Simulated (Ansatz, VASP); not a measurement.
**LiCl in VASP and in Ansatz**

The input POSCAR:

```
LiCl
1.0
    4.1618736540      0.0000000000      0.0000000000
   -2.0809368270      3.6042883117      0.0000000000
    0.0000000000      0.0000000000      5.2325457660
Li Cl
2 2
Direct
    0.3333333333      0.6666666667      0.2500000000
    0.6666666667      0.3333333333      0.7500000000
    0.6666666667      0.3333333333      0.2500000000
    0.3333333333      0.6666666667      0.7500000000
```

The input INCAR.step1:

```
PREC     = Accurate       # precision mode
ENCUT    = 520            # plane-wave cutoff, eV
ISMEAR   = 0              # smearing method
SIGMA    = 0.01           # smearing width, eV
LREAL    = False          # projectors in reciprocal space
LASPH    = True           # aspherical terms in the spheres
NELM     = 80             # most SCF steps
NBANDS   = 18             # bands
GGA      = PE             # functional
ALGO     = Normal         # electronic algorithm
EDIFF    = 1E-4           # SCF threshold, eV
LWAVE    = True           # write WAVECAR
LCHARG   = False          # write CHGCAR
```

INCAR.step2

```
PREC     = Accurate       # precision mode
ENCUT    = 520            # plane-wave cutoff, eV
EDIFF    = 1E-6           # SCF threshold, eV
ISMEAR   = 0              # smearing method
SIGMA    = 0.01           # smearing width, eV
LREAL    = False          # projectors in reciprocal space
LASPH    = True           # aspherical terms in the spheres
NELM     = 80             # most SCF steps
ALGO     = Normal         # electronic algorithm
ISIF     = 2              # what is computed and relaxed
LWAVE    = False          # write WAVECAR
LCHARG   = False          # write CHGCAR
METAGGA  = R2SCAN         # meta-GGA
LMIXTAU  = True         
NBANDS   = 18             # bands
ISTART   = 1
```

KPOINTS

```
Automatic mesh
0
Gamma
  12 12 6
```

Input for Ansatz:

```yaml
crystal:
  lattice:
    - [4.161873654, 0.0, 0.0]
    - [-2.080936827, 3.6042883117, 0.0]
    - [0.0, 0.0, 5.232545766]
  atoms:
    - { symbol: Li, position: [0.3333333333, 0.6666666667, 0.25] }
    - { symbol: Li, position: [0.6666666667, 0.3333333333, 0.75] }
    - { symbol: Cl, position: [0.6666666667, 0.3333333333, 0.25] }
    - { symbol: Cl, position: [0.3333333333, 0.6666666667, 0.75] }
kpoints:
  mp_grid: { grid: [12, 12, 6] }
  band_path:
    path:
      - [0.0, 0.0, 0.0]
      - [0.5, 0.0, 0.0]
      - [0.3333333333, 0.3333333333, 0.0]
      - [0.0, 0.0, 0.5]
      - [0.5, 0.0, 0.5]
      - [0.3333333333, 0.3333333333, 0.5]
    npoints: 1
hamiltonian:
  xc: r2scan
scf:
  occupations: { method: fixed }
  n_extra_bands: 5
output:
  forces: true
  stress: true
  eigenvalues: true
```

Alike in both runs: task single point; functional r2SCAN; k mesh 12 × 12 × 6; no spin polarisation.

```csv
,VASP,Ansatz
version,VASP 6.6.1,Ansatz 0.2.0
potentials or method,"VASP PAW PBE potentials, release 64 (Li_sv, Cl)","plane waves, PAW"
plane-wave cutoff (eV),520,500
occupations,"gaussian, width 0.01 eV",fixed
valence electrons in the cell,20,20
```

VASP gave:

* gap on the k mesh at the Fermi level (eV): 6.35

Problem. Estimate Ansatz's values.

Solution. gap on the k mesh at the Fermi level (eV): 6.30.

VASP's potentials were made for PBE, not for r2SCAN.

Noted on VASP's run: the cutoff is short for stress, so the pressure is rough.
